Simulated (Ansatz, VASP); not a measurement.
Si: VASP beside Ansatz

INCAR

```
PREC = Accurate
ENCUT = 520
EDIFF = 1E-8
ISMEAR = -1
SIGMA = 0.08
LREAL = F
LASPH = T
NELM = 80
ALGO = Normal
ISIF = 2
LWAVE = F
LCHARG = F
GGA = PE
LEFG = T
NBANDS = 11
```

KPOINTS

```
regular mesh
0
Gamma
  11 11 11
```

The input POSCAR:

```
Si
1.0
    0.0000000000      2.7423575902      2.7423575902
    2.7423575902      0.0000000000      2.7423575902
    2.7423575902      2.7423575902      0.0000000000
Si
2
Direct
    0.5000000000      0.5000000000      0.5000000000
    0.7500000000      0.7500000000      0.7500000000
```

Input for Ansatz:

```yaml
crystal:
  lattice:
    - [0.0, 2.7423575902, 2.7423575902]
    - [2.7423575902, 0.0, 2.7423575902]
    - [2.7423575902, 2.7423575902, 0.0]
  atoms:
    - { symbol: Si, position: [0.5, 0.5, 0.5] }
    - { symbol: Si, position: [0.75, 0.75, 0.75] }
kpoints:
  mp_grid: { grid: [11, 11, 11] }
scf:
  occupations: { method: fermi_dirac, width: 0.08 }
hamiltonian:
  xc: pbe
  pseudopotentials: { kind: paw }
output:
  forces: true
  stress: true
  eigenvalues: true
  efg: { contact_densities: true }
```

Change from the starting cell: volume scaled by 1.03, PAW files.

Alike in both runs: task electric field gradients; functional PBE; k mesh 11 × 11 × 11; occupations fermi-dirac, width 0.08 eV; no spin polarisation.

|  | VASP | Ansatz |
| --- | --- | --- |
| version | VASP 6.6.1 | Ansatz 0.2.0 |
| potentials or method | VASP PAW PBE potentials, release 64 (Si) | PAW with Ansatz's default frozen-core files, scalar-relativistic |
| plane-wave cutoff (eV) | 520 | 420 |
| valence electrons in the cell | 8 | 8 |

```csv
,VASP,Ansatz,Ansatz less VASP
pressure (GPa),-0.8,-0.7,+0.08
```

With one functional, cell and mesh, what is left measures potentials, basis and numerics.
